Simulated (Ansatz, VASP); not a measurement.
# One calculation of CdClO, two programs

INCAR

```
PREC = Accurate
ENCUT = 600
EDIFF = 1E-6
ISMEAR = -1
SIGMA = 0.05
LREAL = False
LASPH = True
NELM = 120
ALGO = Normal
ISIF = 2
LWAVE = False
LCHARG = True
GGA = PE
LELF = True
LVHAR = True
NBANDS = 34
GGA_COMPAT = False
```

KPOINTS

```
Automatic mesh
0
Gamma
  8 8 3
```

POSCAR

```
CdClO
1.0
    3.8117738983      0.0000000000      0.0000000000
   -1.9058869491      3.3010930294      0.0000000000
    0.0000000000      0.0000000000      9.5625610000
Cd Cl O
2 2 2
Direct
    0.6666666667      0.3333333333      0.0190610000
    0.3333333333      0.6666666667      0.5190610000
    0.6666666667      0.3333333333      0.3387190000
    0.3333333333      0.6666666667      0.8387190000
    0.0000000000      0.0000000000      0.0792210000
    0.0000000000      0.0000000000      0.5792210000
```

The input input.yaml:

```yaml
crystal:
  lattice:
    - [3.8117738983, 0.0, 0.0]
    - [-1.9058869491, 3.3010930294, 0.0]
    - [0.0, 0.0, 9.562561]
  atoms:
    - { symbol: Cd, position: [0.6666666667, 0.3333333333, 0.019061] }
    - { symbol: Cd, position: [0.3333333333, 0.6666666667, 0.519061] }
    - { symbol: Cl, position: [0.6666666667, 0.3333333333, 0.338719] }
    - { symbol: Cl, position: [0.3333333333, 0.6666666667, 0.838719] }
    - { symbol: O, position: [0.0, 0.0, 0.079221] }
    - { symbol: O, position: [0.0, 0.0, 0.579221] }
hamiltonian:
  xc: pbe
  pseudopotentials: { kind: paw }
kpoints:
  mp_grid: { grid: [8, 8, 3] }
scf:
  occupations: { method: fermi_dirac, width: 0.05 }
output:
  forces: true
  stress: true
  eigenvalues: true
```

Alike in both runs: task single point; functional PBE; k mesh 8 × 8 × 3; occupations fermi-dirac, width 0.05 eV; no spin polarisation.

|  | VASP | Ansatz |
| --- | --- | --- |
| version | VASP 6.6.1 | Ansatz 0.2.0 |
| potentials or method | VASP PAW PBE potentials, release 64 (Cd, Cl, O) | Ansatz PAW |
| plane-wave cutoff (eV) | 600 | 420 |
| valence electrons in the cell | 50 | 66 |

```tsv
	VASP	Ansatz	Ansatz less VASP
gap on the k mesh at the Fermi level (eV)	none	none	-
pressure (GPa)	-2.2	-2.5	-0.39
traceless stress, the component that is largest in VASP (GPa)	1.51	1.77	+0.258
rms of the force components (eV/Å)	0.051	0.059	+0.0080
```

Atom by atom the forces differ by 0.017 eV/Å (rms over components). A gap of «none» marks a metal or a gap that the smearing closes. VASP's potentials hold 50 valence electrons a cell and Ansatz's 66, so a difference there can come from the potentials and not from the codes.
